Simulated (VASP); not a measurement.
# Sb2Se3 (Pnma) in VASP: electric field gradients with r2SCAN

Aim: the electric field gradients of Sb2Se3 with r2SCAN.

All numbers are computed with VASP 6.6.1; they aren't measurements. Logs are shortened: lines on timing, memory, paths and dates and some standing lists are left out, and cuts for length are marked.

### 1 The cell of the first run

Symmetry: Pnma, No. 62, orthorhombic system. The conventional cell has a = 11.770 Å, b = 3.962 Å, c = 11.620 Å, α = 90.00°, β = 90.00°, γ = 90.00°. Sb (site symmetry m) has 7 Se at 2.71 to 3.66 Å within 3.7 Å. Within 3.5 Å of Sb (site symmetry m) lie 7 Se at 2.63 to 3.45 Å. Se (site symmetry m) has 5 Sb at 2.63 to 3.18 Å within 3.5 Å. Se (site symmetry m) has 5 Sb at 2.71 to 3.45 Å and 8 Se at 3.42 to 3.96 Å within 4.0 Å. Se (site symmetry m) has 4 Sb at 2.71 to 3.66 Å and 9 Se at 3.42 to 3.96 Å within 4.0 Å.

### 2 Electric field gradients, r2SCAN

POSCAR reads:

```
Sb2Se3
1.0
   11.7700000000      0.0000000000      0.0000000000
    0.0000000000      3.9620000000      0.0000000000
    0.0000000000      0.0000000000     11.6200000000
Sb Se
8 12
Direct
    0.0255713862      0.2500000000      0.3283515958
    0.9744286138      0.7500000000      0.6716484042
    0.4744286138      0.7500000000      0.8283515958
    0.5255713862      0.2500000000      0.1716484042
    0.1487816590      0.7500000000      0.0390513241
    0.8512183410      0.2500000000      0.9609486759
    0.3512183410      0.2500000000      0.5390513241
    0.6487816590      0.7500000000      0.4609486759
    0.0553799236      0.2500000000      0.8689416084
    0.9446200764      0.7500000000      0.1310583916
    0.4446200764      0.7500000000      0.3689416084
    0.5553799236      0.2500000000      0.6310583916
    0.1289032051      0.7500000000      0.4474976076
    0.8710967949      0.2500000000      0.5525023924
    0.3710967949      0.2500000000      0.9474976076
    0.6289032051      0.7500000000      0.0525023924
    0.2151608053      0.2500000000      0.1957504163
    0.7848391947      0.7500000000      0.8042495837
    0.2848391947      0.7500000000      0.6957504163
    0.7151608053      0.2500000000      0.3042495837
```

INCAR.step1 reads:

```
PREC = Accurate ; ENCUT = 440
ISMEAR = -1 ; SIGMA = 0.02
LREAL = F ; LASPH = T
NELM = 120 ; NBANDS = 72
GGA = PE ; ALGO = Normal
EDIFF = 1E-5 ; LWAVE = T
LCHARG = F ; GGA_COMPAT = F
```

INCAR.step2 reads:

```
PREC = Accurate ; ENCUT = 440
EDIFF = 1E-7 ; ISMEAR = -1
SIGMA = 0.02 ; LREAL = F
LASPH = T ; NELM = 120
ALGO = Normal ; ISIF = 2
LWAVE = F ; LCHARG = F
METAGGA = R2SCAN ; LMIXTAU = T
LEFG = T ; NBANDS = 72
ISTART = 1 ; GGA_COMPAT = F
```

KPOINTS reads:

```
Automatic mesh
0
Gamma
  3 7 3
```

Potentials or basis: VASP PAW PBE potentials, release 64 (Sb, Se).

The run is started by

```sh
$ cat potpaw_PBE.64/Sb/POTCAR potpaw_PBE.64/Se/POTCAR > POTCAR
$ cp INCAR.step1 INCAR
$ mpirun -np 1 vasp_std > vasp.out
$ cp INCAR.step2 INCAR
$ mpirun -np 1 vasp_std > vasp.out
```

OUTCAR:

```text
PREC = Accurate
   ENCUT = 440
   EDIFF = 1E-7
   ISMEAR = -1
   LREAL = F
   LASPH = T
   NELM = 120
   ISIF = 2
   METAGGA = R2SCAN
   ISTART = 1

 ion  position               nearest neighbor table
   1  0.026  0.250  0.328-  13 2.71  13 2.71  17 2.71  10 3.18  10 3.18  14 3.18
   2  0.974  0.750  0.672-  14 2.71  14 2.71  18 2.71   9 3.18   9 3.18  13 3.18
   3  0.474  0.750  0.828-  15 2.71  15 2.71  19 2.71  12 3.18  12 3.18  16 3.18
   4  0.526  0.250  0.172-  16 2.71  16 2.71  20 2.71  11 3.18  11 3.18  15 3.18
   5  0.149  0.750  0.039-  10 2.63  17 2.80  17 2.80   9 3.01   9 3.01
   6  0.851  0.250  0.961-   9 2.63  18 2.80  18 2.80  10 3.01  10 3.01
   7  0.351  0.250  0.539-  12 2.63  19 2.80  19 2.80  11 3.01  11 3.01
   8  0.649  0.750  0.461-  11 2.63  20 2.80  20 2.80  12 3.01  12 3.01
   9  0.055  0.250  0.869-   6 2.63   5 3.01   5 3.01   2 3.18   2 3.18
  10  0.945  0.750  0.131-   5 2.63   6 3.01   6 3.01   1 3.18   1 3.18
  11  0.445  0.750  0.369-   8 2.63   7 3.01   7 3.01   4 3.18   4 3.18
  12  0.555  0.250  0.631-   7 2.63   8 3.01   8 3.01   3 3.18   3 3.18
  13  0.129  0.750  0.447-   1 2.71   1 2.71   2 3.18
  14  0.871  0.250  0.553-   2 2.71   2 2.71   1 3.18
  15  0.371  0.250  0.947-   3 2.71   3 2.71   4 3.18
  16  0.629  0.750  0.053-   4 2.71   4 2.71   3 3.18
  17  0.215  0.250  0.196-   1 2.71   5 2.80   5 2.80
  18  0.785  0.750  0.804-   2 2.71   6 2.80   6 2.80
  19  0.285  0.750  0.696-   3 2.71   7 2.80   7 2.80
  20  0.715  0.250  0.304-   4 2.71   8 2.80   8 2.80

  LATTYP: Found a simple orthorhombic cell.
 ALAT       =     3.9620000000
 B/A-ratio  =     2.9328621908
 C/A-ratio  =     2.9707218576

  Lattice vectors:

 A1 = (   0.0000000000,   3.9620000000,   0.0000000000)
 A2 = (   0.0000000000,   0.0000000000,  11.6200000000)
 A3 = (  11.7700000000,   0.0000000000,   0.0000000000)

Analysis of symmetry for initial positions (statically):
=====================================================================
 Subroutine PRICEL returns:
 Original cell was already a primitive cell.

 Routine SETGRP: Setting up the symmetry group for a
 simple orthorhombic supercell.

 Subroutine GETGRP returns: Found  8 space group operations
 (whereof  2 operations were pure point group operations)
 out of a pool of  8 trial point group operations.

The static configuration has the point symmetry S_2 .
 The point group associated with its full space group is D_2h.

Analysis of symmetry for dynamics (positions and initial velocities):
=====================================================================
 Subroutine PRICEL returns:
 Original cell was already a primitive cell.

 Routine SETGRP: Setting up the symmetry group for a
 simple orthorhombic supercell.

 Subroutine GETGRP returns: Found  8 space group operations
 (whereof  2 operations were pure point group operations)
 out of a pool of  8 trial point group operations.

The dynamic configuration has the point symmetry S_2 .
 The point group associated with its full space group is D_2h.

 Subroutine INISYM returns: Found  8 space group operations
 (whereof  2 operations are pure point group operations),
 and found     1 'primitive' translations

----------------------------------------------------------------------------------------

                                     Primitive cell

  volume of cell :     541.8724

  direct lattice vectors                    reciprocal lattice vectors
    11.770000000  0.000000000  0.000000000     0.084961767  0.000000000  0.000000000
     0.000000000  3.962000000  0.000000000     0.000000000  0.252397779  0.000000000
     0.000000000  0.000000000 11.620000000     0.000000000  0.000000000  0.086058520

  length of vectors
    11.770000000  3.962000000 11.620000000     0.084961767  0.252397779  0.086058520

  position of ions in fractional coordinates (direct lattice)
     0.025571386  0.250000000  0.328351596
     0.974428614  0.750000000  0.671648404
     0.474428614  0.750000000  0.828351596
     0.525571386  0.250000000  0.171648404
     0.148781659  0.750000000  0.039051324
     0.851218341  0.250000000  0.960948676
[... 12 lines left out ...]
     0.284839195  0.750000000  0.695750416
     0.715160805  0.250000000  0.304249584

  ion indices of the primitive-cell ions
   primitive index   ion index
                 1           1
                 2           2
                 3           3
                 4           4
[... 67 lines left out ...]
   NGX,Y,Z   is equivalent  to a cutoff of  11.86, 11.75, 11.45 a.u.
   NGXF,Y,Z  is equivalent  to a cutoff of  23.73, 23.50, 22.89 a.u.
 SYSTEM =  unknown system
   PREC   = accura    normal or accurate (medium, high low for compatibility)
   ISTART =      1    job   : 0-new  1-cont  2-samecut
   ICHARG =      0    charge: 1-file 2-atom 10-const
   ISPIN  =      1    spin polarized calculation?
   LNONCOLLINEAR =      F non collinear calculations
   LSORBIT =      F    spin-orbit coupling
   LASPH  =      T    aspherical Exc in radial PAW
   ENCUT  =  440.0 eV  32.34 Ry    5.69 a.u.  20.13  6.78 19.87*2*pi/ulx,y,z
   NELM   =    120;   NELMIN=  2; NELMDL=  0     # of ELM steps
   EDIFF  = 0.1E-06   stopping-criterion for ELM
   LREAL  =      F    real-space projection
   EDIFFG = 0.1E-05   stopping-criterion for IOM
   NSW    =      0    number of steps for IOM
   IBRION =     -1    ionic relax: 0-MD 1-quasi-New 2-CG
   NFREE  =      0    steps in history (QN), initial steepest desc. (CG)
   ISIF   =      2    stress and relaxation
   ISYM   =      2    0-nonsym 1-usesym 2-fastsym
   POTIM  = 0.5000    time-step for ionic-motion
   TEBEG  =    0.0;   TEEND  =   0.0 temperature during run
   PSTRESS=    0.0 pullay stress
   NELECT =     112.0000    total number of electrons
   NUPDOWN=      -1.0000    fix difference up-down
   EMIN   =  10.00;   EMAX   =-10.00  energy-range for DOS
   EFERMI =   0.00;   METHOD = LEGACY
   ISMEAR =    -1;   SIGMA  =   0.02  broadening in eV -4-tet -1-fermi 0-gaus
   EFERMI_NEDOS =   21; number of points for ismear=-14 and -15
   IALGO  =     38    algorithm
   IMIX   =      4    mixing-type and parameters
     AMIX     =   0.40;   BMIX     =  1.00
     AMIX_MAG =   1.60;   BMIX_MAG =  1.00
  volume/ion in A,a.u.               =      27.09       182.84
  Fermi-wavevector in a.u.,A,eV,Ry     =   0.967940  1.829142 12.747408  0.936908
  Thomas-Fermi vector in A             =   2.097868
   LORBIT       =      0    0 simple, 1 ext, 2 COOP (PROOUT), +10 PAW based schemes
   METAGGA = R2SCAN    functional components
   LHFCALC =     F    Hartree Fock is set to
   AEXX    =    0.0000 exact exchange contribution
   IVDW    =     0    specifies the selected vdW correction
   LEPSILON=     F    determine dielectric tensor
   LRPA    =     F    only Hartree local field effects (RPA)
 non-spin polarized calculation
  energy-cutoff  :      440.00
  volume of cell :      541.87
 maximum number of plane-waves:     11376
 NGX is ok and might be reduce to    84
   NGX = 41   NGY = 13   NGZ = 39

 number of electron     111.9999991 magnetization

 Free energy of the ion-electron system (eV)
  ---------------------------------------------------
  ext. energy  EPLUGINS =         0.00000000
  ---------------------------------------------------
  free energy    TOTEN  =      -382.78824941 eV

  energy without entropy =     -382.78824941  energy(sigma->0) =     -382.78824941

 E-fermi :   4.9447     XC(G=0):  -9.8032

 val. band max:        4.4899497605   @ k =   0.3333   0.0000   0.0000
 cond. band min:       5.6003593557   @ k =   0.3333   0.2857   0.0000
 fundamental gap:      1.1104095952
 Fermi energy:         4.9447145776

 k-point     1 :       0.0000    0.0000    0.0000
  band No.  band energies     occupation
      1     -10.2857      2.00000
      2      -9.9200      2.00000
      3      -9.6392      2.00000
      4      -9.5264      2.00000
      5      -9.4746      2.00000
      6      -9.1928      2.00000
[... 1125 lines left out ...]
     67       7.5996      0.00000
     68       7.6876      0.00000
 [bands above 68 left out]

------------------------ aborting loop because EDIFF is reached ----------------------------------------

  FORCE on cell =-STRESS in cart. coord.  units (eV):
  Direction    XX          YY          ZZ          XY          YZ          ZX
  --------------------------------------------------------------------------------------
  -------------------------------------------------------------------------------------
  Total        2.2032871      3.5309488      0.5016202      0.0000000     -0.0000000      0.0000000
  in kB        6.5145529     10.4401068      1.4831619      0.0000000     -0.0000000      0.0000000
  external PRESSURE =       6.1459405 kB  Pullay stress =       0.0000000 kB

 VOLUME and BASIS-vectors are now :
 -----------------------------------------------------------------------------
  energy-cutoff  :      440.00
  volume of cell :      541.87
      direct lattice vectors                 reciprocal lattice vectors
    11.770000000  0.000000000  0.000000000     0.084961767  0.000000000  0.000000000
     0.000000000  3.962000000  0.000000000     0.000000000  0.252397779  0.000000000
     0.000000000  0.000000000 11.620000000     0.000000000  0.000000000  0.086058520

 POSITION                                       TOTAL-FORCE (eV/Angst)
 -----------------------------------------------------------------------------------
      0.30098      0.99050      3.81545         0.265873      0.000000      0.089998
     11.46902      2.97150      7.80455        -0.265873      0.000000     -0.089998
      5.58402      2.97150      9.62545        -0.265873      0.000000      0.089998
      6.18598      0.99050      1.99455         0.265873      0.000000     -0.089998
      1.75116      2.97150      0.45378        -0.153372      0.000000      0.143892
     10.01884      0.99050     11.16622         0.153372     -0.000000     -0.143892
[... 12 lines left out ...]
      3.35256      2.97150      8.08462         0.227890      0.000000     -0.014027
      8.41744      0.99050      3.53538        -0.227890     -0.000000      0.014027
 -----------------------------------------------------------------------------------
    total drift:                                0.000000      0.000000      0.000000

  FREE ENERGIE OF THE ION-ELECTRON SYSTEM (eV)
  ---------------------------------------------------
  free  energy   TOTEN  =      -382.7882494126 eV

  energy  without entropy=     -382.7882494126  energy(sigma->0) =     -382.78824941

 Electric field gradients (V/A^2)
---------------------------------------------------------------------
 ion       V_xx      V_yy      V_zz      V_xy      V_xz      V_yz
---------------------------------------------------------------------
   1    -105.267    24.471    80.796     0.000   -33.232     0.000
   2    -105.267    24.471    80.796     0.000   -33.232     0.000
   3    -105.267    24.471    80.796     0.000    33.232    -0.000
   4    -105.267    24.471    80.796     0.000    33.232     0.000
   5     -57.721    71.085   -13.364    -0.000   113.194    -0.000
   6     -57.721    71.085   -13.364    -0.000   113.194     0.000
[... 12 lines left out ...]
  19     -32.414   -13.101    45.515     0.000    56.098     0.000
  20     -32.414   -13.101    45.515    -0.000    56.098    -0.000
---------------------------------------------------------------------

 Electric field gradients after diagonalization (V/A^2)
 (convention: |V_zz| > |V_xx| > |V_yy|)
----------------------------------------------------------------------
 ion       V_xx      V_yy      V_zz     asymmetry (V_yy - V_xx)/ V_zz
----------------------------------------------------------------------
   1      86.553    24.471  -111.025       0.559
   2      86.553    24.471  -111.025       0.559
   3      86.553    24.471  -111.025       0.559
   4      86.553    24.471  -111.025       0.559
   5      79.804    71.085  -150.889       0.058
   6      79.804    71.085  -150.889       0.058
[... 12 lines left out ...]
  19     -61.752   -13.101    74.853       0.650
  20     -61.752   -13.101    74.853       0.650
----------------------------------------------------------------------

           NMR quadrupolar parameters

 Cq : quadrupolar parameter    Cq=e*Q*V_zz/h
 eta: asymmetry parameters     (V_yy - V_xx)/ V_zz
 Q  : nuclear electric quadrupole moment in mb (millibarn)
----------------------------------------------------------------------
 ion       Cq(MHz)       eta       Q (mb)
----------------------------------------------------------------------
   1      -0.268       0.559       1.000
   2      -0.268       0.559       1.000
   3      -0.268       0.559       1.000
   4      -0.268       0.559       1.000
   5      -0.365       0.058       1.000
   6      -0.365       0.058       1.000
[... 12 lines left out ...]
  19       0.181       0.650       1.000
  20       0.181       0.650       1.000
----------------------------------------------------------------------
```

Run time: 23 min. Hardware: 1 thread of AMD EPYC 9R45 (Zen 5), shared host; peak memory 0.66 GiB.

What came out:

| Quantity | Value |
| --- | --- |
| Free energy | -382.7882 eV |
| Pressure | 0.6 GPa |
| Largest force | 0.281 eV/Å |
| Band gap on the k mesh | 1.11 eV (least direct gap 1.23 eV) |
| Largest electric field gradient by atom | Sb -111.0, -150.9 (each value once); Se +159.5, -267.5, +74.9 (each value once) V/Å² |

Forces in eV/Å, atoms in the order of the input:
```
Sb   0.266  0.000  0.090
Sb  -0.266  0.000 -0.090
Sb  -0.266  0.000  0.090
Sb   0.266  0.000 -0.090
Sb  -0.153  0.000  0.144
Sb   0.153  0.000 -0.144
Sb   0.153  0.000  0.144
Sb  -0.153  0.000 -0.144
Se  -0.175  0.000  0.159
Se   0.175  0.000 -0.159
Se   0.175  0.000  0.159
Se  -0.175  0.000 -0.159
Se  -0.180  0.000 -0.187
Se   0.180  0.000  0.187
Se   0.180  0.000 -0.187
Se  -0.180  0.000  0.187
Se  -0.228  0.000 -0.014
Se   0.228  0.000  0.014
Se   0.228  0.000 -0.014
Se  -0.228  0.000  0.014
```

Levels at points of the mesh, in eV from the valence-band top:
```
           k point  band 52  band 53  band 54  band 55  band 56  band 57  band 58  band 59  band 60  band 61
(0.00, 0.00, 0.00)    -0.64    -0.34    -0.18    -0.13    -0.03     1.20     1.46     1.50     1.75     2.03
```

Electric field gradients, principal values (V/Å²):
```csv
atom,least,middle,greatest (by size)
1 Sb,24.471,86.553,-111.025
2 Sb,24.471,86.553,-111.025
3 Sb,24.471,86.553,-111.025
4 Sb,24.471,86.553,-111.025
5 Sb,71.085,79.804,-150.889
6 Sb,71.085,79.804,-150.889
7 Sb,71.085,79.804,-150.889
8 Sb,71.085,79.804,-150.889
9 Se,-8.294,-151.243,159.537
10 Se,-8.294,-151.243,159.537
11 Se,-8.294,-151.243,159.537
12 Se,-8.294,-151.243,159.537
13 Se,113.820,153.685,-267.504
14 Se,113.820,153.685,-267.504
15 Se,113.820,153.685,-267.504
16 Se,113.820,153.685,-267.504
17 Se,-13.101,-61.752,74.853
18 Se,-13.101,-61.752,74.853
19 Se,-13.101,-61.752,74.853
20 Se,-13.101,-61.752,74.853
```

Caveat: without QUAD_EFG the Cq values of the log hold for a quadrupole moment of 1 mb, not for the nuclei; the PAW data sets were made with another functional, which shifts forces and pressure a little; spin-orbit coupling is left out, which moves the levels of the heavy elements. A k mesh can miss the band edges.
